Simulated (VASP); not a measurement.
# K4C (P-43m) in VASP: further runs, part 2 of 2

VASP 6.6.1. Earlier steps stand in the parts before.

**3. Single point, PBE (atoms taken out)**

File INCAR:

```
  PREC = Accurate
  ENCUT = 520
  EDIFF = 1E-7
  ISMEAR = 0
  SIGMA = 0.1
  LREAL = F
  LASPH = T
  NELM = 100
  ALGO = Normal
  ISIF = 2
  LWAVE = F
  LCHARG = T
  GGA = PE
  LELF = T
  LVHAR = T
  NBANDS = 28
```

File KPOINTS:

```
regular mesh
0
Gamma
  4 4 4
```

File POSCAR:

```
K4C
1.0
    6.5385690100      0.0000000000      0.0000000000
    0.0000000000      6.5385690100      0.0000000000
    0.0000000000      0.0000000000      6.5385690100
K C
4 1
Direct
    0.2500000000      0.2500000000      0.2500000000
    0.7500000000      0.7500000000      0.2500000000
    0.7500000000      0.2500000000      0.7500000000
    0.2500000000      0.7500000000      0.7500000000
    0.0000000000      0.0000000000      0.0000000000
```

Potentials or basis: VASP PAW PBE potentials, release 64 (K_sv, C).

Started as:

```sh
cat potpaw_PBE.64/K_sv/POTCAR potpaw_PBE.64/C/POTCAR > POTCAR
mpirun -np 1 vasp_std > vasp.out
```

OUTCAR:

```text
PREC = Accurate
   ENCUT = 520
   EDIFF = 1E-7
   ISMEAR = 0
   LREAL = F
   LASPH = T
   NELM = 100
   ISIF = 2
   GGA = PE

 ion  position               nearest neighbor table
   1  0.250  0.250  0.250-   5 2.83
   2  0.750  0.750  0.250-   5 2.83
   3  0.750  0.250  0.750-   5 2.83
   4  0.250  0.750  0.750-   5 2.83
   5  0.000  0.000  0.000-   1 2.83   2 2.83   3 2.83   4 2.83

  LATTYP: Found a simple cubic cell.
 ALAT       =     6.5385690100

  Lattice vectors:

 A1 = (   6.5385690100,   0.0000000000,   0.0000000000)
 A2 = (   0.0000000000,   6.5385690100,   0.0000000000)
 A3 = (   0.0000000000,   0.0000000000,   6.5385690100)

Analysis of symmetry for initial positions (statically):
=====================================================================
 Subroutine PRICEL returns:
 Original cell was already a primitive cell.

 Routine SETGRP: Setting up the symmetry group for a
 simple cubic supercell.

 Subroutine GETGRP returns: Found 24 space group operations
 (whereof 24 operations were pure point group operations)
 out of a pool of 48 trial point group operations.

The static configuration has the point symmetry T_d .

Analysis of symmetry for dynamics (positions and initial velocities):
=====================================================================
 Subroutine PRICEL returns:
 Original cell was already a primitive cell.

 Routine SETGRP: Setting up the symmetry group for a
 simple cubic supercell.

 Subroutine GETGRP returns: Found 24 space group operations
 (whereof 24 operations were pure point group operations)
 out of a pool of 48 trial point group operations.

The dynamic configuration has the point symmetry T_d .

 Subroutine INISYM returns: Found 24 space group operations
 (whereof 24 operations are pure point group operations),
 and found     1 'primitive' translations

----------------------------------------------------------------------------------------

                                     Primitive cell

  volume of cell :     279.5427

  direct lattice vectors                    reciprocal lattice vectors
     6.538569010  0.000000000  0.000000000     0.152938663  0.000000000  0.000000000
     0.000000000  6.538569010  0.000000000     0.000000000  0.152938663  0.000000000
     0.000000000  0.000000000  6.538569010     0.000000000  0.000000000  0.152938663

  length of vectors
     6.538569010  6.538569010  6.538569010     0.152938663  0.152938663  0.152938663

  position of ions in fractional coordinates (direct lattice)
     0.250000000  0.250000000  0.250000000
     0.750000000  0.750000000  0.250000000
     0.750000000  0.250000000  0.750000000
     0.250000000  0.750000000  0.750000000
     0.000000000  0.000000000  0.000000000

  ion indices of the primitive-cell ions
   primitive index   ion index
                 1           1
                 2           2
                 3           3
                 4           4
                 5           5

----------------------------------------------------------------------------------------

 KPOINTS: regular mesh

Automatic generation of k-mesh.
 Grid dimensions read from file:
 generate k-points for:    4    4    4

 Generating k-lattice:

  Cartesian coordinates                     Fractional coordinates (reciprocal lattice)
     0.038234666  0.000000000  0.000000000     0.250000000  0.000000000  0.000000000
     0.000000000  0.038234666  0.000000000     0.000000000  0.250000000  0.000000000
     0.000000000  0.000000000  0.038234666     0.000000000  0.000000000  0.250000000

  Length of vectors
     0.038234666  0.038234666  0.038234666

  Shift w.r.t. Gamma in fractional coordinates (k-lattice)
     0.000000000  0.000000000  0.000000000

 Subroutine IBZKPT returns following result:
 ===========================================

 Found     10 irreducible k-points:

 Following reciprocal coordinates:
            Coordinates               Weight
  0.000000  0.000000  0.000000      1.000000
  0.250000  0.000000  0.000000      6.000000
  0.500000  0.000000  0.000000      3.000000
  0.250000  0.250000  0.000000     12.000000
  0.500000  0.250000  0.000000     12.000000
  0.500000  0.500000  0.000000      3.000000
  0.250000  0.250000  0.250000      8.000000
  0.500000  0.250000  0.250000     12.000000
  0.500000  0.500000  0.250000      6.000000
  0.500000  0.500000  0.500000      1.000000
   k-points           NKPTS =     10   k-points in BZ     NKDIM =     10   number of bands    NBANDS=     28
   number of dos      NEDOS =    301   number of ions     NIONS =      5
   total plane-waves  NPLWV = 125000
   dimension x,y,z NGX =    50 NGY =   50 NGZ =   50
   dimension x,y,z NGXF=   100 NGYF=  100 NGZF=  100
   ions per type =               4   1
   NGX,Y,Z   is equivalent  to a cutoff of  12.71, 12.71, 12.71 a.u.
   NGXF,Y,Z  is equivalent  to a cutoff of  25.43, 25.43, 25.43 a.u.
 SYSTEM =  unknown system
   PREC   = accura    normal or accurate (medium, high low for compatibility)
   ISTART =      0    job   : 0-new  1-cont  2-samecut
   ICHARG =      2    charge: 1-file 2-atom 10-const
   ISPIN  =      1    spin polarized calculation?
   LNONCOLLINEAR =      F non collinear calculations
   LSORBIT =      F    spin-orbit coupling
   LASPH  =      T    aspherical Exc in radial PAW
   ENCUT  =  520.0 eV  38.22 Ry    6.18 a.u.  12.16 12.16 12.16*2*pi/ulx,y,z
   NELM   =    100;   NELMIN=  2; NELMDL= -5     # of ELM steps
   EDIFF  = 0.1E-06   stopping-criterion for ELM
   LREAL  =      F    real-space projection
   EDIFFG = 0.1E-05   stopping-criterion for IOM
   NSW    =      0    number of steps for IOM
   IBRION =     -1    ionic relax: 0-MD 1-quasi-New 2-CG
   NFREE  =      0    steps in history (QN), initial steepest desc. (CG)
   ISIF   =      2    stress and relaxation
   ISYM   =      2    0-nonsym 1-usesym 2-fastsym
   POTIM  = 0.5000    time-step for ionic-motion
   TEBEG  =    0.0;   TEEND  =   0.0 temperature during run
   PSTRESS=    0.0 pullay stress
   NELECT =      40.0000    total number of electrons
   NUPDOWN=      -1.0000    fix difference up-down
   EMIN   =  10.00;   EMAX   =-10.00  energy-range for DOS
   EFERMI =   0.00;   METHOD = LEGACY
   ISMEAR =     0;   SIGMA  =   0.10  broadening in eV -4-tet -1-fermi 0-gaus
   EFERMI_NEDOS =   21; number of points for ismear=-14 and -15
   IALGO  =     38    algorithm
   IMIX   =      4    mixing-type and parameters
     AMIX     =   0.40;   BMIX     =  1.00
     AMIX_MAG =   1.60;   BMIX_MAG =  1.00
  volume/ion in A,a.u.               =      55.91       377.29
  Fermi-wavevector in a.u.,A,eV,Ry     =   0.856273  1.618121  9.975832  0.733203
  Thomas-Fermi vector in A             =   1.973149
   LORBIT       =      0    0 simple, 1 ext, 2 COOP (PROOUT), +10 PAW based schemes
   GGA     = PE    functional components
   LHFCALC =     F    Hartree Fock is set to
   AEXX    =    0.0000 exact exchange contribution
   IVDW    =     0    specifies the selected vdW correction
   LEPSILON=     F    determine dielectric tensor
   LRPA    =     F    only Hartree local field effects (RPA)
 non-spin polarized calculation
 Gauss-broadening in eV      SIGMA  =   0.10
  energy-cutoff  :      520.00
  volume of cell :      279.54
 maximum number of plane-waves:      7568
 NGX is ok and might be reduce to    50
   NGX = 25   NGY = 25   NGZ = 25

 number of electron      39.9999992 magnetization

 Free energy of the ion-electron system (eV)
  ---------------------------------------------------
  ext. energy  EPLUGINS =         0.00000000
  ---------------------------------------------------
  free energy    TOTEN  =        -8.46076074 eV

  energy without entropy =       -8.42788506  energy(sigma->0) =       -8.44432290

 E-fermi :  -0.2686     XC(G=0):  -5.9150

 val. band max:       -0.2838862434   @ k =   0.5000   0.2500   0.0000
 cond. band min:      -0.2189886671   @ k =   0.5000   0.5000   0.0000
 fundamental gap:      0.0648975763
 Fermi energy:        -0.2686256036

 k-point     1 :       0.0000    0.0000    0.0000
  band No.  band energies     occupation
      1     -31.7228      2.00000
      2     -31.7160      2.00000
      3     -31.7160      2.00000
      4     -31.7160      2.00000
      5     -15.2945      2.00000
      6     -15.2945      2.00000
[... 299 lines left out ...]
     27       1.8638      0.00000
     28       4.2113      0.00000

------------------------ aborting loop because EDIFF is reached ----------------------------------------

  FORCE on cell =-STRESS in cart. coord.  units (eV):
  Direction    XX          YY          ZZ          XY          YZ          ZX
  --------------------------------------------------------------------------------------
  -------------------------------------------------------------------------------------
  Total       -0.9498923     -0.9498923     -0.9498923      0.0000000     -0.0000000      0.0000000
  in kB       -5.4442344     -5.4442344     -5.4442344      0.0000000     -0.0000000      0.0000000
  external PRESSURE =      -5.4442344 kB  Pullay stress =       0.0000000 kB

 VOLUME and BASIS-vectors are now :
 -----------------------------------------------------------------------------
  energy-cutoff  :      520.00
  volume of cell :      279.54
      direct lattice vectors                 reciprocal lattice vectors
     6.538569010  0.000000000  0.000000000     0.152938663  0.000000000  0.000000000
     0.000000000  6.538569010  0.000000000     0.000000000  0.152938663  0.000000000
     0.000000000  0.000000000  6.538569010     0.000000000  0.000000000  0.152938663

 POSITION                                       TOTAL-FORCE (eV/Angst)
 -----------------------------------------------------------------------------------
      1.63464      1.63464      1.63464        -0.166731     -0.166731     -0.166731
      4.90393      4.90393      1.63464         0.166731      0.166731     -0.166731
      4.90393      1.63464      4.90393         0.166731     -0.166731      0.166731
      1.63464      4.90393      4.90393        -0.166731      0.166731      0.166731
      0.00000      0.00000      0.00000         0.000000      0.000000      0.000000
 -----------------------------------------------------------------------------------
    total drift:                               -0.000000      0.000000     -0.000000

  FREE ENERGIE OF THE ION-ELECTRON SYSTEM (eV)
  ---------------------------------------------------
  free  energy   TOTEN  =        -8.4607607357 eV

  energy  without entropy=       -8.4278850617  energy(sigma->0) =       -8.44432290
```

OSZICAR:

```text
N       E                     dE             d eps       ncg     rms          rms(c)
DAV:   1     0.273903835654E+03    0.27390E+03   -0.16936E+04   568   0.116E+03
DAV:   2     0.145934205375E+02   -0.25931E+03   -0.25288E+03   616   0.328E+02
DAV:   3    -0.149852335202E+02   -0.29579E+02   -0.29397E+02   868   0.800E+01
[... 13 lines left out ...]
DAV:  17    -0.846078580131E+01   -0.37051E-05   -0.10672E-05   644   0.102E-02    0.331E-02
DAV:  18    -0.846076123411E+01    0.24567E-04   -0.14128E-04   712   0.120E-02    0.408E-03
DAV:  19    -0.846076167555E+01   -0.44144E-06   -0.26079E-06   452   0.439E-03    0.488E-03
DAV:  20    -0.846076064362E+01    0.10319E-05   -0.48661E-06   592   0.348E-03    0.111E-03
DAV:  21    -0.846076073575E+01   -0.92126E-07   -0.94611E-08   496   0.986E-04
   1 F= -.84607607E+01 E0= -.84443229E+01  d E =-.328757E-01
```

It took 88 s on 1 thread of Intel Xeon Platinum 8488C (Sapphire Rapids), shared host; peak memory 0.35 GiB.

What came out:

| Item | Value |
| --- | --- |
| Free energy | -8.4608 eV |
| Pressure | -0.5 GPa |
| Band gap on the k mesh | zero (bands 20 and 21 overlap by 0.15 eV) |

Levels at points of the mesh, in eV from the Fermi level:
```csv
k point,band 17,band 18,band 19,band 20,band 21,band 22,band 23,band 24
"(0.00, 0.00, 0.00)",-7.73,-1.34,-0.17,-0.17,-0.17,1.95,1.95,2.18
"(0.50, 0.00, 0.00)",-7.72,-1.16,-0.08,-0.04,-0.04,0.59,2.11,2.27
"(0.50, 0.50, 0.00)",-7.71,-0.54,-0.54,-0.13,0.05,1.06,1.06,1.33
"(0.50, 0.50, 0.50)",-7.71,-0.30,-0.30,-0.30,0.64,0.82,0.82,0.82
```

Caveat: the cell differs from its parent crystal (atoms taken out).
